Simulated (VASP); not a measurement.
# MgO (rocksalt type) (Fm-3m) in VASP: notebook

MgO (rocksalt type) is run at these levels: LDA; tasks: single point.

Program: VASP 6.6.1. These are calculated values, not measurements. Logs are shortened: lines on timing, memory, paths and dates and some standing lists are left out, and cuts for length are marked.

## (1) The cell of the first run

Symmetry: Fm-3m, No. 225, cubic system. Conventional cell: a = 3.986 Å, b = 3.986 Å, c = 3.986 Å, α = 90.00°, β = 90.00°, γ = 90.00°. Within 2.6 Å of Mg (site symmetry m-3m) lie 6 O at 1.99 Å. O (site symmetry m-3m) has 6 Mg at 1.99 Å within 2.6 Å.

## (2) Single point, LDA (7.91 Å³/atom)

INCAR

```
SYSTEM = MgO
ALGO = Normal ; EDIFF = 1E-6
ENCUT = 600 ; GGA_COMPAT = .False.
ISIF = 2 ; ISMEAR = -1
LASPH = .True. ; LCHARG = .True.
LELF = .True. ; LREAL = .False.
LVHAR = .True. ; LWAVE = .False.
NBANDS = 11 ; NELM = 120
PREC = Accurate ; SIGMA = 0.05
```

KPOINTS

```
k-points
0
Gamma
  15 15 15
  0 0 0
```

POSCAR

```
MgO
1.0
    0.0000000000      1.9928686503      1.9928686503
    1.9928686503      0.0000000000      1.9928686503
    1.9928686503      1.9928686503      0.0000000000
Mg O
1 1
Direct
    0.0000000000      0.0000000000      0.0000000000
    0.5000000000      0.5000000000      0.5000000000
```

Potentials or basis: VASP PAW LDA potentials, release 64 (Mg, O).

Command:

```console
$ cat potpaw_LDA.64/Mg/POTCAR potpaw_LDA.64/O/POTCAR > POTCAR
$ mpirun -np 1 vasp_std > vasp.out
```

OUTCAR:

```text
SYSTEM = MgO
   EDIFF = 1E-6
   ENCUT = 600
   ISIF = 2
   ISMEAR = -1
   LASPH = .True.
   LREAL = .False.
   NELM = 120
   PREC = Accurate

 ion  position               nearest neighbor table
   1  0.000  0.000  0.000-   2 1.99   2 1.99   2 1.99   2 1.99   2 1.99   2 1.99
   2  0.500  0.500  0.500-   1 1.99   1 1.99   1 1.99   1 1.99   1 1.99   1 1.99

  LATTYP: Found a face centered cubic cell.
 ALAT       =     3.9857373006

  Lattice vectors:

 A1 = (   0.0000000000,   1.9928686503,   1.9928686503)
 A2 = (   1.9928686503,   0.0000000000,   1.9928686503)
 A3 = (   1.9928686503,   1.9928686503,   0.0000000000)

Analysis of symmetry for initial positions (statically):
=====================================================================
 Subroutine PRICEL returns:
 Original cell was already a primitive cell.

 Routine SETGRP: Setting up the symmetry group for a
 face centered cubic supercell.

 Subroutine GETGRP returns: Found 48 space group operations
 (whereof 48 operations were pure point group operations)
 out of a pool of 48 trial point group operations.

The static configuration has the point symmetry O_h .

Analysis of symmetry for dynamics (positions and initial velocities):
=====================================================================
 Subroutine PRICEL returns:
 Original cell was already a primitive cell.

 Routine SETGRP: Setting up the symmetry group for a
 face centered cubic supercell.

 Subroutine GETGRP returns: Found 48 space group operations
 (whereof 48 operations were pure point group operations)
 out of a pool of 48 trial point group operations.

The dynamic configuration has the point symmetry O_h .

 Subroutine INISYM returns: Found 48 space group operations
 (whereof 48 operations are pure point group operations),
 and found     1 'primitive' translations

----------------------------------------------------------------------------------------

                                     Primitive cell

  volume of cell :      15.8295

  direct lattice vectors                    reciprocal lattice vectors
     0.000000000  1.992868650  1.992868650    -0.250894609  0.250894609  0.250894609
     1.992868650  0.000000000  1.992868650     0.250894609 -0.250894609  0.250894609
     1.992868650  1.992868650  0.000000000     0.250894609  0.250894609 -0.250894609

  length of vectors
     2.818341873  2.818341873  2.818341873     0.434562209  0.434562209  0.434562209

  position of ions in fractional coordinates (direct lattice)
     0.000000000  0.000000000  0.000000000
     0.500000000  0.500000000  0.500000000

  ion indices of the primitive-cell ions
   primitive index   ion index
                 1           1
                 2           2

----------------------------------------------------------------------------------------

 KPOINTS: k-points

Automatic generation of k-mesh.
 Grid dimensions read from file:
 generate k-points for:   15   15   15

 Generating k-lattice:

  Cartesian coordinates                     Fractional coordinates (reciprocal lattice)
    -0.016726307  0.016726307  0.016726307     0.066666667  0.000000000  0.000000000
     0.016726307 -0.016726307  0.016726307     0.000000000  0.066666667  0.000000000
     0.016726307  0.016726307 -0.016726307     0.000000000  0.000000000  0.066666667

  Length of vectors
     0.028970814  0.028970814  0.028970814

  Shift w.r.t. Gamma in fractional coordinates (k-lattice)
     0.000000000  0.000000000  0.000000000

 Subroutine IBZKPT returns following result:
 ===========================================

 Found    120 irreducible k-points:

 Following reciprocal coordinates:
            Coordinates               Weight
  0.000000  0.000000  0.000000      1.000000
  0.066667  0.000000  0.000000      8.000000
  0.133333  0.000000  0.000000      8.000000
  0.200000  0.000000  0.000000      8.000000
  0.266667  0.000000  0.000000      8.000000
  0.333333  0.000000  0.000000      8.000000
[... 16 lines left out ...]
  0.133333  0.133333  0.000000      6.000000
  0.200000  0.133333  0.000000     24.000000
 [... further k-points ...]
   k-points           NKPTS =    120   k-points in BZ     NKDIM =    120   number of bands    NBANDS=     11
   number of dos      NEDOS =    301   number of ions     NIONS =      2
   total plane-waves  NPLWV =  13824
   dimension x,y,z NGX =    24 NGY =   24 NGZ =   24
   dimension x,y,z NGXF=    48 NGYF=   48 NGZF=   48
   ions per type =               1   1
   NGX,Y,Z   is equivalent  to a cutoff of  14.16, 14.16, 14.16 a.u.
   NGXF,Y,Z  is equivalent  to a cutoff of  28.31, 28.31, 28.31 a.u.
 SYSTEM =  MgO
   PREC   = accura    normal or accurate (medium, high low for compatibility)
   ISTART =      0    job   : 0-new  1-cont  2-samecut
   ICHARG =      2    charge: 1-file 2-atom 10-const
   ISPIN  =      1    spin polarized calculation?
   LNONCOLLINEAR =      F non collinear calculations
   LSORBIT =      F    spin-orbit coupling
   LASPH  =      T    aspherical Exc in radial PAW
   ENCUT  =  600.0 eV  44.10 Ry    6.64 a.u.   5.63  5.63  5.63*2*pi/ulx,y,z
   NELM   =    120;   NELMIN=  2; NELMDL= -5     # of ELM steps
   EDIFF  = 0.1E-05   stopping-criterion for ELM
   LREAL  =      F    real-space projection
   EDIFFG = 0.1E-04   stopping-criterion for IOM
   NSW    =      0    number of steps for IOM
   IBRION =     -1    ionic relax: 0-MD 1-quasi-New 2-CG
   NFREE  =      0    steps in history (QN), initial steepest desc. (CG)
   ISIF   =      2    stress and relaxation
   ISYM   =      2    0-nonsym 1-usesym 2-fastsym
   POTIM  = 0.5000    time-step for ionic-motion
   TEBEG  =    0.0;   TEEND  =   0.0 temperature during run
   PSTRESS=    0.0 pullay stress
   NELECT =       8.0000    total number of electrons
   NUPDOWN=      -1.0000    fix difference up-down
   EMIN   =  10.00;   EMAX   =-10.00  energy-range for DOS
   EFERMI =   0.00;   METHOD = LEGACY
   ISMEAR =    -1;   SIGMA  =   0.05  broadening in eV -4-tet -1-fermi 0-gaus
   EFERMI_NEDOS =   21; number of points for ismear=-14 and -15
   IALGO  =     38    algorithm
   IMIX   =      4    mixing-type and parameters
     AMIX     =   0.40;   BMIX     =  1.00
     AMIX_MAG =   1.60;   BMIX_MAG =  1.00
  volume/ion in A,a.u.               =       7.91        53.41
  Fermi-wavevector in a.u.,A,eV,Ry     =   1.304016  2.464232 23.136121  1.700457
  Thomas-Fermi vector in A             =   2.434979
   LORBIT       =      0    0 simple, 1 ext, 2 COOP (PROOUT), +10 PAW based schemes
   GGA     = CA    functional components
   LHFCALC =     F    Hartree Fock is set to
   AEXX    =    0.0000 exact exchange contribution
   IVDW    =     0    specifies the selected vdW correction
   LEPSILON=     F    determine dielectric tensor
   LRPA    =     F    only Hartree local field effects (RPA)
 non-spin polarized calculation
  energy-cutoff  :      600.00
  volume of cell :       15.83
 maximum number of plane-waves:       536
   NGX = 11   NGY = 11   NGZ = 11

 number of electron       8.0000001 magnetization

 Free energy of the ion-electron system (eV)
  ---------------------------------------------------
  ext. energy  EPLUGINS =         0.00000000
  ---------------------------------------------------
  free energy    TOTEN  =       -13.29540286 eV

  energy without entropy =      -13.29540286  energy(sigma->0) =      -13.29540286

 E-fermi :   5.2032     XC(G=0): -12.4147

 val. band max:        4.2575484779   @ k =   0.0000   0.0000   0.0000
 cond. band min:      10.7105972388   @ k =   0.0000   0.0000   0.0000
 fundamental gap:      6.4530487610
 Fermi energy:         5.2032213841

 k-point     1 :       0.0000    0.0000    0.0000
  band No.  band energies     occupation
      1     -13.7009      2.00000
      2       4.2575      2.00000
      3       4.2575      2.00000
      4       4.2575      2.00000
      5      10.7106      0.00000
      6      20.6742      0.00000
      7      20.6742      0.00000
      8      20.6742      0.00000
      9      25.1569      0.00000
     10      27.0188      0.00000
     11      27.0188      0.00000

 k-point     2 :       0.0667    0.0000    0.0000
  band No.  band energies     occupation
      1     -13.6365      2.00000
      2       3.9299      2.00000
      3       4.2153      2.00000
      4       4.2153      2.00000
      5      10.9973      0.00000
      6      19.9826      0.00000
      7      20.8138      0.00000
      8      20.8138      0.00000
      9      26.1588      0.00000
     10      26.7478      0.00000
     11      26.7478      0.00000

 k-point     3 :       0.1333    0.0000    0.0000
  band No.  band energies     occupation
      1     -13.4490      2.00000
      2       3.1056      2.00000
      3       4.0984      2.00000
      4       4.0984      2.00000
      5      11.6806      0.00000
      6      18.8347      0.00000
      7      21.1925      0.00000
      8      21.1925      0.00000
      9      26.2298      0.00000
     10      26.2298      0.00000
     11      28.0103      0.00000

 k-point     4 :       0.2000    0.0000    0.0000
  band No.  band energies     occupation
      1     -13.1570      2.00000
      2       2.0513      2.00000
      3       3.9317      2.00000
      4       3.9317      2.00000
      5      12.4305      0.00000
      6      17.9752      0.00000
      7      21.6746      0.00000
      8      21.6746      0.00000
      9      25.8881      0.00000
     10      25.8881      0.00000
     11      28.9158      0.00000
[... 239 lines left out ...]
 k-point    22 :      -0.0667    0.0667    0.0000
  band No.  band energies     occupation
      1     -13.5313      2.00000
      2       3.4902      2.00000
      3       4.0739      2.00000
      4       4.1775      2.00000
      5      11.4153      0.00000
      6      19.1940      0.00000
      7      21.0073      0.00000
      8      21.0956      0.00000
      9      26.0230      0.00000
     10      26.7963      0.00000
     11      27.3899      0.00000

 k-point    23 :       0.1333    0.1333    0.0000
  band No.  band energies     occupation
      1     -13.3697      2.00000
      2       3.0158      2.00000
      3       3.9321      2.00000
      4       3.9321      2.00000
      5      12.0230      0.00000
      6      18.0562      0.00000
      7      21.5516      0.00000
      8      21.5516      0.00000
      9      24.5056      0.00000
     10      27.6294      0.00000
     11      29.1161      0.00000

 k-point    24 :       0.2000    0.1333    0.0000
  band No.  band energies     occupation
      1     -13.1589      2.00000
      2       2.3458      2.00000
      3       3.7685      2.00000
      4       3.7696      2.00000
      5      12.6684      0.00000
      6      17.2766      0.00000
      7      21.9209      0.00000
      8      22.0021      0.00000
      9      23.7570      0.00000
     10      27.7516      0.00000
     11      30.5746      0.00000

 [... further k-points ...]

------------------------ aborting loop because EDIFF is reached ----------------------------------------

  FORCE on cell =-STRESS in cart. coord.  units (eV):
  Direction    XX          YY          ZZ          XY          YZ          ZX
  --------------------------------------------------------------------------------------
  -------------------------------------------------------------------------------------
  Total        2.6356430      2.6356430      2.6356430      0.0000000      0.0000000     -0.0000000
  in kB      266.7664147    266.7664147    266.7664147      0.0000000      0.0000000     -0.0000000
  external PRESSURE =     266.7664147 kB  Pullay stress =       0.0000000 kB

 VOLUME and BASIS-vectors are now :
 -----------------------------------------------------------------------------
  energy-cutoff  :      600.00
  volume of cell :       15.83
      direct lattice vectors                 reciprocal lattice vectors
     0.000000000  1.992868650  1.992868650    -0.250894609  0.250894609  0.250894609
     1.992868650  0.000000000  1.992868650     0.250894609 -0.250894609  0.250894609
     1.992868650  1.992868650  0.000000000     0.250894609  0.250894609 -0.250894609

 POSITION                                       TOTAL-FORCE (eV/Angst)
 -----------------------------------------------------------------------------------
      0.00000      0.00000      0.00000         0.000000      0.000000     -0.000000
      1.99287      1.99287      1.99287        -0.000000     -0.000000      0.000000
 -----------------------------------------------------------------------------------
    total drift:                               -0.000000     -0.000000      0.000000

  FREE ENERGIE OF THE ION-ELECTRON SYSTEM (eV)
  ---------------------------------------------------
  free  energy   TOTEN  =       -13.2954028604 eV

  energy  without entropy=      -13.2954028604  energy(sigma->0) =      -13.29540286
```

Run time: 15 s. Hardware: 1 thread of Intel Xeon Platinum 8259CL at 2.50GHz (Skylake/Cascade Lake), shared host; peak memory 0.14 GiB.

Results:

```yaml
Free_energy: -13.2954 eV
Pressure: 26.7 GPa
Band_gap_on_the_k_mesh: 6.45 eV
```

Levels at points of the mesh, in eV from the valence-band top:
```tsv
k point	band 2	band 3	band 4	band 5	band 6	band 7
(0.00, 0.00, 0.00)	0.00	0.00	0.00	6.45	16.42	16.42
```

Caveat: the cell stands under pressure; an odd mesh through Γ misses points on the zone boundary, where band edges can lie.

## (3) Single point, LDA (7.91 Å³/atom)

INCAR

```
PREC     = Accurate       # precision mode
ENCUT    = 600            # plane-wave cutoff, eV
EDIFF    = 1E-6           # SCF threshold, eV
ISMEAR   = -1             # smearing method
SIGMA    = 0.05           # smearing width, eV
LREAL    = False          # projectors in reciprocal space
LASPH    = True           # aspherical terms in the spheres
NELM     = 120            # most SCF steps
ALGO     = Normal         # electronic algorithm
ISIF     = 2              # what is computed and relaxed
LWAVE    = False          # write WAVECAR
LCHARG   = False          # write CHGCAR
GGA      = CA             # functional
NBANDS   = 11             # bands
GGA_COMPAT= False
```

KPOINTS

```
Automatic mesh
0
Gamma
  15 15 15
```

POSCAR is that of step 2.

Potentials or basis: VASP PAW LDA potentials, release 64 (Mg, O).

Command:

```console
$ cat potpaw_LDA.64/Mg/POTCAR potpaw_LDA.64/O/POTCAR > POTCAR
$ mpirun -np 1 vasp_std > vasp.out
```

Run time: 14 s. Hardware: 1 thread of Intel Xeon Platinum 8259CL at 2.50GHz (Skylake/Cascade Lake), shared host; peak memory 0.15 GiB.

The run converged. Its results:

* Free energy: -13.2954 eV
* Pressure: 26.7 GPa
* Band gap on the k mesh: 6.45 eV

Levels at points of the mesh, in eV from the valence-band top:
| k point | band 1 | band 2 | band 3 | band 4 | band 5 | band 6 | band 7 | band 8 |
| --- | --- | --- | --- | --- | --- | --- | --- | --- |
| (0.00, 0.00, 0.00) | -17.96 | 0.00 | 0.00 | 0.00 | 6.45 | 16.42 | 16.42 | 16.42 |

Caveat: the cell stands under pressure; an odd mesh through Γ misses points on the zone boundary, where band edges can lie.

## (4) Single point, LDA (8.45 Å³/atom)

This run uses another cell than the first one, of 8.45 Å³/atom.

INCAR

```
PREC = Accurate ; ENCUT = 600
EDIFF = 1E-6 ; ISMEAR = -1
SIGMA = 0.05 ; LREAL = F
LASPH = T ; NELM = 120
ALGO = Normal ; ISIF = 2
LWAVE = F ; LCHARG = F
GGA = CA ; NBANDS = 11
GGA_COMPAT = F
```

KPOINTS

```
regular mesh
0
Gamma
  15 15 15
```

POSCAR

```
MgO
1.0
    0.0000000000      2.0371690486      2.0371690486
    2.0371690486      0.0000000000      2.0371690486
    2.0371690486      2.0371690486      0.0000000000
Mg O
1 1
Direct
    0.0000000000      0.0000000000      0.0000000000
    0.5000000000      0.5000000000      0.5000000000
```

Command:

```console
$ cat potpaw_LDA.64/Mg/POTCAR potpaw_LDA.64/O/POTCAR > POTCAR
$ mpirun -np 1 vasp_std > vasp.out
```

It took 14 s on 1 thread of Intel Xeon Platinum 8259CL at 2.50GHz (Skylake/Cascade Lake), shared host; peak memory 0.15 GiB.

It converged, with:

```yaml
Free_energy: -13.4198 eV
Pressure: 10.1 GPa
Band_gap_on_the_k_mesh: 5.69 eV
```

Levels at points of the mesh, in eV from the valence-band top:
```
           k point  band 1  band 2  band 3  band 4  band 5  band 6  band 7  band 8  band 9
(0.00, 0.00, 0.00)  -17.56    0.00    0.00    0.00    5.69   16.07   16.07   16.07   20.36
```

Caveat: the cell stands under pressure; an odd mesh through Γ misses points on the zone boundary, where band edges can lie.
